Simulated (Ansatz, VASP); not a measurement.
One calculation of LiCl, two programs

```xyz
2
Lattice="0.0000 2.6930 2.5006 2.6930 0.0000 2.5006 2.6930 2.6930 0.0000" Properties=species:S:1:pos:R:3 pbc="T T T"
Li    0.0000    0.0000    0.0000
Cl    2.6930    2.6930    2.5006
```

Change from the starting cell: strain +0.050 along x and y, -0.025 along z, atoms carried along.

Alike in both runs: task single point; functional LDA; k mesh 8 × 8 × 8; occupations gaussian, width 0.05 eV; no spin polarisation.

|  | VASP | Ansatz |
| --- | --- | --- |
| version | VASP 6.6.1 | Ansatz 0.2.0 |
| potentials or method | VASP PAW LDA potentials, release 64 (Li_sv, Cl), cutoff 520 eV | scalar-relativistic, plane waves, PAW |
| valence electrons in the cell | 10 | 10 |

```csv
,VASP,Ansatz,Ansatz less VASP
gap on the k mesh at the Fermi level (eV),5.55,5.53,-0.017
least direct gap on the mesh (eV),5.55,5.53,-0.017
```

LDA's correlation is that of Perdew and Zunger in VASP and of Perdew and Wang (1992) in Ansatz.

Noted on VASP's run: the cutoff is short for stress, so the pressure is rough.
